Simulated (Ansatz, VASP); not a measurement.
## Two plane-wave programs on HgTe

```
Hg Te
1.0
     0.00000    3.32480    3.32480
     3.32480    0.00000    3.32480
     3.32480    3.32480    0.00000
Hg Te
1 1
Direct
  0.98996 0.98996 0.01004
  0.76579 0.76579 0.73421
```

Change from the starting cell: mode 4 (96.6 1/cm) frozen in, largest displacement +0.105 Å.

Alike in both runs: task single point; functional PBE; k mesh 16 × 16 × 16; occupations gaussian, width 0.15 eV; no spin polarisation.

```csv
,VASP,Ansatz
version,VASP 6.6.1,Ansatz 0.2.0
potentials or method,"VASP PAW PBE potentials, release 64 (Hg, Te), cutoff 520 eV","scalar-relativistic, plane waves, PAW"
valence electrons in the cell,18,36
```

VASP gave:

* pressure (GPa): 0.4
* traceless stress, the component that is largest in VASP (GPa): 1.36
* rms of the force components (eV/Å): 0.268

What did Ansatz give for the same quantities?

Pressure (GPa): 0.4; traceless stress, the component that is largest in VASP (GPa): 1.32; rms of the force components (eV/Å): 0.262.

Atom by atom the forces differ by 0.006 eV/Å (rms over components). With one functional, cell and mesh, what is left measures potentials, basis and numerics. VASP's potentials hold 18 valence electrons a cell and Ansatz's 36, so a difference there can come from the potentials and not from the codes.

Spin-orbit coupling is off throughout.
